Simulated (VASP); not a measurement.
A run of VASP 6.6.1:

The input INCAR:

```
PREC = Accurate ; ENCUT = 500
EDIFF = 1E-6 ; ISMEAR = 0
SIGMA = 0.1 ; LREAL = F
LASPH = T ; NELM = 120
ALGO = Normal ; ISIF = 2
LWAVE = F ; LCHARG = F
GGA = PS ; NBANDS = 11
GGA_COMPAT = F
```

The input KPOINTS:

```
Automatic mesh
0
Gamma
  12 12 6
```

POSCAR

```
Si
1.0
    2.2675502038      0.0000000000      0.0000000000
   -1.1337751019      1.9637560808      0.0000000000
    0.0000000000      0.0000000000      3.5892204458
Si
2
Direct
    0.3333333333      0.6666666667      0.2500000000
    0.6666666667      0.3333333333      0.7500000000
```

Potentials or basis: VASP PAW PBE potentials, release 64 (Si).

Run with:

```bash
$ cat potpaw_PBE.64/Si/POTCAR > POTCAR
$ mpirun -np 1 vasp_std > vasp.out
```

Hardware: 1 thread of Intel(R) Xeon(R) 6975P-C (Granite Rapids), with other jobs on the host.

Task: Estimate the wall time of this run.

Result: Wall time 5.4 s on 1 thread of Intel(R) Xeon(R) 6975P-C (Granite Rapids) (shared host), peak memory 0.12 GiB. Counts: scf iterations 11, k points 76.
